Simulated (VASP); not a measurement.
# BaTe (R3m) in VASP: further runs

The runs below take BaTe through single point, with LDA.

Program: VASP 6.6.1. These are calculated values, not measurements. Logs are shortened: lines on timing, memory, paths and dates and some standing lists are left out, and cuts for length are marked.

**1. The cell of the first run**

The structure is trigonal, space group R3m (No. 160). Conventional cell: a = 4.822 Å, b = 4.822 Å, c = 11.813 Å, α = 90.00°, β = 90.00°, γ = 120.00°. Ba (site symmetry 3m) has 6 Te at 3.15 to 3.72 Å within 4.1 Å. Te (site symmetry 3m) has 6 Ba at 3.15 to 3.72 Å within 4.1 Å.

**2. Single point, LDA (all Te atoms moved -0.500 Å, as atom 2 along Cartesian [1 1 1])**

The input, INCAR:

```
SYSTEM = BaTe
ALGO = Normal ; EDIFF = 1E-6
ENCUT = 520 ; GGA = CA
ISIF = 2 ; ISMEAR = 0
LASPH = .True. ; LCHARG = .False.
LREAL = .False. ; LWAVE = .False.
NBANDS = 15 ; NELM = 80
PREC = Accurate ; SIGMA = 0.05
```

The input, KPOINTS:

```
k-points
0
Gamma
  8 8 8
  0 0 0
```

The input, POSCAR:

```
BaTe
1.0
    0.0000000000      3.4100000000      3.4100000000
    3.4100000000      0.0000000000      3.4100000000
    3.4100000000      3.4100000000      0.0000000000
Ba Te
1 1
Direct
    0.0000000000      0.0000000000      0.0000000000
    0.4576722677      0.4576722677      0.4576722677
```

Potentials or basis: VASP PAW LDA potentials, release 64 (Ba_sv, Te).

Command:

```console
cat potpaw_LDA.64/Ba_sv/POTCAR potpaw_LDA.64/Te/POTCAR > POTCAR
mpirun -np 1 vasp_std > vasp.out
```

OUTCAR:

```text
SYSTEM = BaTe
   EDIFF = 1E-6
   ENCUT = 520
   GGA = CA
   ISIF = 2
   ISMEAR = 0
   LASPH = .True.
   LREAL = .False.
   NELM = 80
   PREC = Accurate

 ion  position               nearest neighbor table
   1  0.000  0.000  0.000-   2 3.15   2 3.15   2 3.15   2 3.72   2 3.72   2 3.72
   2  0.458  0.458  0.458-   1 3.15   1 3.15   1 3.15   1 3.72   1 3.72   1 3.72

  LATTYP: Found a face centered cubic cell.
 ALAT       =     6.8200000000

  Lattice vectors:

 A1 = (   0.0000000000,   3.4100000000,   3.4100000000)
 A2 = (   3.4100000000,   0.0000000000,   3.4100000000)
 A3 = (   3.4100000000,   3.4100000000,   0.0000000000)

Analysis of symmetry for initial positions (statically):
=====================================================================
 Subroutine PRICEL returns:
 Original cell was already a primitive cell.

 Routine SETGRP: Setting up the symmetry group for a
 face centered cubic supercell.

 Subroutine GETGRP returns: Found  6 space group operations
 (whereof  6 operations were pure point group operations)
 out of a pool of 48 trial point group operations.

The static configuration has the point symmetry C_3v.

Analysis of symmetry for dynamics (positions and initial velocities):
=====================================================================
 Subroutine PRICEL returns:
 Original cell was already a primitive cell.

 Routine SETGRP: Setting up the symmetry group for a
 face centered cubic supercell.

 Subroutine GETGRP returns: Found  6 space group operations
 (whereof  6 operations were pure point group operations)
 out of a pool of 48 trial point group operations.

The dynamic configuration has the point symmetry C_3v.

 Subroutine INISYM returns: Found  6 space group operations
 (whereof  6 operations are pure point group operations),
 and found     1 'primitive' translations

----------------------------------------------------------------------------------------

                                     Primitive cell

  volume of cell :      79.3036

  direct lattice vectors                    reciprocal lattice vectors
     0.000000000  3.410000000  3.410000000    -0.146627566  0.146627566  0.146627566
     3.410000000  0.000000000  3.410000000     0.146627566 -0.146627566  0.146627566
     3.410000000  3.410000000  0.000000000     0.146627566  0.146627566 -0.146627566

  length of vectors
     4.822468248  4.822468248  4.822468248     0.253966394  0.253966394  0.253966394

  position of ions in fractional coordinates (direct lattice)
[... 90 lines left out ...]
   NELECT =      16.0000    total number of electrons
   NUPDOWN=      -1.0000    fix difference up-down
   EMIN   =  10.00;   EMAX   =-10.00  energy-range for DOS
   EFERMI =   0.00;   METHOD = LEGACY
   ISMEAR =     0;   SIGMA  =   0.05  broadening in eV -4-tet -1-fermi 0-gaus
   EFERMI_NEDOS =   21; number of points for ismear=-14 and -15
   IALGO  =     38    algorithm
   IMIX   =      4    mixing-type and parameters
     AMIX     =   0.40;   BMIX     =  1.00
     AMIX_MAG =   1.60;   BMIX_MAG =  1.00
  volume/ion in A,a.u.               =      39.65       267.58
  Fermi-wavevector in a.u.,A,eV,Ry     =   0.960175  1.814468 12.543704  0.921936
  Thomas-Fermi vector in A             =   2.089436
   LORBIT       =      0    0 simple, 1 ext, 2 COOP (PROOUT), +10 PAW based schemes
   GGA     = CA    functional components
   LHFCALC =     F    Hartree Fock is set to
   AEXX    =    0.0000 exact exchange contribution
   IVDW    =     0    specifies the selected vdW correction
   LEPSILON=     F    determine dielectric tensor
   LRPA    =     F    only Hartree local field effects (RPA)
 non-spin polarized calculation
 Gauss-broadening in eV      SIGMA  =   0.05
  energy-cutoff  :      520.00
  volume of cell :       79.30
 maximum number of plane-waves:      2150
   NGX = 17   NGY = 17   NGZ = 17

 number of electron      16.0000000 magnetization

 Free energy of the ion-electron system (eV)
  ---------------------------------------------------
  ext. energy  EPLUGINS =         0.00000000
  ---------------------------------------------------
  free energy    TOTEN  =        -9.24893438 eV

  energy without entropy =       -9.24893438  energy(sigma->0) =       -9.24893438

 E-fermi :   2.5419     XC(G=0):  -8.8221

 val. band max:        2.2600955281   @ k =   0.1250   0.0000   0.0000
 cond. band min:       4.4283812694   @ k =   0.5000   0.5000   0.0000
 fundamental gap:      2.1682857413
 Fermi energy:         2.5419018416

 k-point     1 :       0.0000    0.0000    0.0000
  band No.  band energies     occupation
      1     -24.1265      2.00000
      2      -9.4040      2.00000
      3      -9.3638      2.00000
      4      -9.3638      2.00000
      5      -7.1340      2.00000
      6       2.2113      2.00000
      7       2.2355      2.00000
      8       2.2355      2.00000
      9       5.4677      0.00000
     10       5.4677      0.00000
     11       5.5143      0.00000
     12       6.1608      0.00000
     13       6.6105      0.00000
     14       6.6105      0.00000
[... 401 lines left out ...]
      2      -9.8544      2.00000
      3      -9.4130      2.00000
      4      -9.3727      2.00000
      5      -6.4780      2.00000
      6       0.6208      2.00000
      7       1.4878      2.00000
      8       1.9458      2.00000
      9       5.4142      0.00000
     10       6.0212      0.00000
     11       7.1106      0.00000
     12       7.4568      0.00000
     13       8.8358      0.00000
     14       9.5309      0.00000
     15      10.7334      0.00000

 [... further k-points ...]

------------------------ aborting loop because EDIFF is reached ----------------------------------------

  FORCE on cell =-STRESS in cart. coord.  units (eV):
  Direction    XX          YY          ZZ          XY          YZ          ZX
  --------------------------------------------------------------------------------------
  -------------------------------------------------------------------------------------
  Total        1.7456659      1.7456659      1.7456659     -0.4996167     -0.4996167     -0.4996167
  in kB       35.2678161     35.2678161     35.2678161    -10.0937923    -10.0937923    -10.0937923
  external PRESSURE =      35.2678161 kB  Pullay stress =       0.0000000 kB

 VOLUME and BASIS-vectors are now :
 -----------------------------------------------------------------------------
  energy-cutoff  :      520.00
  volume of cell :       79.30
      direct lattice vectors                 reciprocal lattice vectors
     0.000000000  3.410000000  3.410000000    -0.146627566  0.146627566  0.146627566
     3.410000000  0.000000000  3.410000000     0.146627566 -0.146627566  0.146627566
     3.410000000  3.410000000  0.000000000     0.146627566  0.146627566 -0.146627566

 POSITION                                       TOTAL-FORCE (eV/Angst)
 -----------------------------------------------------------------------------------
      0.00000      0.00000      0.00000        -0.820296     -0.820296     -0.820296
      3.12132      3.12132      3.12132         0.820296      0.820296      0.820296
 -----------------------------------------------------------------------------------
    total drift:                               -0.000035     -0.000035     -0.000035

  FREE ENERGIE OF THE ION-ELECTRON SYSTEM (eV)
  ---------------------------------------------------
  free  energy   TOTEN  =        -9.2489343750 eV

  energy  without entropy=       -9.2489343750  energy(sigma->0) =       -9.24893438
```

Wall time 67 s (1 thread of AMD EPYC 7R43 (Zen 3), shared host); peak memory 0.19 GiB.

What came out:

- Free energy: -9.2489 eV
- Pressure: 3.5 GPa
- Largest force: 1.421 eV/Å
- Band gap on the k mesh: 2.17 eV, indirect (least direct gap 2.26 eV)

Forces in eV/Å, atoms in the order of the input:
```
Ba  -0.820 -0.820 -0.820
Te   0.820  0.820  0.820
```

Caveat: the cell differs from its parent crystal (all Te atoms moved -0.500 Å, as atom 2 along Cartesian [1 1 1]); spin-orbit coupling is left out, which moves the levels of the heavy elements; forces of over 1 eV/Å act on the atoms, so gaps and moduli don't describe the material at rest. A k mesh can miss the band edges.

**3. Single point, LDA (all Te atoms moved +0.375 Å, as atom 2 along Cartesian [1 1 1])**

The input, INCAR:

```
SYSTEM = BaTe
PREC = Accurate
ENCUT = 520
EDIFF = 1E-7
ISMEAR = 0
SIGMA = 0.05
LREAL = .FALSE.
LASPH = .TRUE.
NELM = 100
ALGO = Normal
ISIF = 2
LWAVE = .FALSE.
LCHARG = .FALSE.
NBANDS = 15
```

The input, KPOINTS:

```
Automatic mesh
0
G
  8 8 8
  0 0 0
```

Changes to POSCAR since step 2:

```diff
@@ -9,2 +9,2 @@
     0.0000000000      0.0000000000      0.0000000000
-    0.4576722677      0.4576722677      0.4576722677
+    0.5317457993      0.5317457993      0.5317457993
```

Potentials or basis: VASP PAW LDA potentials, release 64 (Ba_sv, Te).

Command:

```console
cat potpaw_LDA.64/Ba_sv/POTCAR potpaw_LDA.64/Te/POTCAR > POTCAR
mpirun -np 1 vasp_std > vasp.out
```

Wall time 79 s (1 thread of AMD EPYC 7R43 (Zen 3), shared host); peak memory 0.19 GiB.

It converged, with:

- Free energy: -9.4043 eV
- Pressure: 2.5 GPa
- Largest force: 1.064 eV/Å
- Band gap on the k mesh: 1.81 eV, indirect (least direct gap 2.01 eV)

Forces in eV/Å, atoms in the order of the input:
```
Ba   0.614  0.614  0.614
Te  -0.614 -0.614 -0.614
```

Stress tensor (GPa, compression positive):
```
 2.53 -0.55 -0.55
-0.55  2.53 -0.55
-0.55 -0.55  2.53
```

Levels at points of the mesh, in eV from the valence-band top:
```tsv
k point	band 5	band 6	band 7	band 8	band 9	band 10	band 11	band 12
(0.00, 0.00, 0.00)	-9.53	-0.03	0.00	0.00	3.05	3.05	3.18	3.47
(0.50, 0.00, 0.00)	-8.53	-2.26	-1.05	-0.96	4.09	4.90	4.99	5.25
(0.50, 0.50, 0.50)	-8.62	-2.27	-1.16	-1.16	4.29	5.12	5.12	5.36
(0.50, 0.50, 0.00)	-9.23	-0.91	-0.44	-0.20	1.81	4.83	4.95	5.81
```

Caveat: the cell differs from its parent crystal (all Te atoms moved +0.375 Å, as atom 2 along Cartesian [1 1 1]); spin-orbit coupling is left out, which moves the levels of the heavy elements; forces of over 1 eV/Å act on the atoms, so gaps and moduli don't describe the material at rest.

**4. Single point, LDA (all Te atoms moved -0.250 Å, as atom 2 along Cartesian [1 1 1])**

The input, INCAR:

```
SYSTEM = BaTe
PREC = Accurate ; ENCUT = 520
EDIFF = 1E-7 ; ISMEAR = 0
SIGMA = 0.05 ; LREAL = .False.
LASPH = .True. ; NELM = 80
ALGO = Normal ; ISIF = 2
LWAVE = .False. ; LCHARG = .True.
GGA = CA ; LELF = .True.
LVHAR = .True. ; NBANDS = 15
```

The input, KPOINTS:

```
regular mesh
0
Gamma
  8 8 8
  0 0 0
```

Changes to POSCAR since step 3:

```diff
@@ -9,2 +9,2 @@
     0.0000000000      0.0000000000      0.0000000000
-    0.5317457993      0.5317457993      0.5317457993
+    0.4788361338      0.4788361338      0.4788361338
```

Command:

```console
cat potpaw_LDA.64/Ba_sv/POTCAR potpaw_LDA.64/Te/POTCAR > POTCAR
mpirun -np 1 vasp_std > vasp.out
```

Run time: 78 s. Hardware: 1 thread of AMD EPYC 7R43 (Zen 3), shared host; peak memory 0.2 GiB.

It converged, with:

| Item | Value |
| --- | --- |
| Free energy | -9.5147 eV |
| Pressure | 1.8 GPa |
| Largest force | 0.703 eV/Å |
| Band gap on the k mesh | 1.50 eV, indirect (least direct gap 1.79 eV) |

Forces on the atoms (eV/Å):
```
Ba  -0.406 -0.406 -0.406
Te   0.406  0.406  0.406
```

Stress tensor (GPa, compression positive):
```
 1.81 -0.24 -0.24
-0.24  1.81 -0.24
-0.24 -0.24  1.81
```

Levels at points of the mesh, in eV from the valence-band top:
```csv
k point,band 6,band 7,band 8,band 9,band 10,band 11
"(0.00, 0.00, 0.00)",-0.02,0.00,0.00,2.89,2.89,3.08
"(0.50, 0.00, 0.00)",-2.40,-1.19,-1.15,4.15,4.86,4.96
"(0.50, 0.50, 0.50)",-2.40,-1.24,-1.24,4.23,5.02,5.02
"(0.50, 0.50, 0.00)",-1.04,-0.42,-0.29,1.50,4.66,4.88
```

Caveat: the cell differs from its parent crystal (all Te atoms moved -0.250 Å, as atom 2 along Cartesian [1 1 1]); spin-orbit coupling is left out, which moves the levels of the heavy elements.
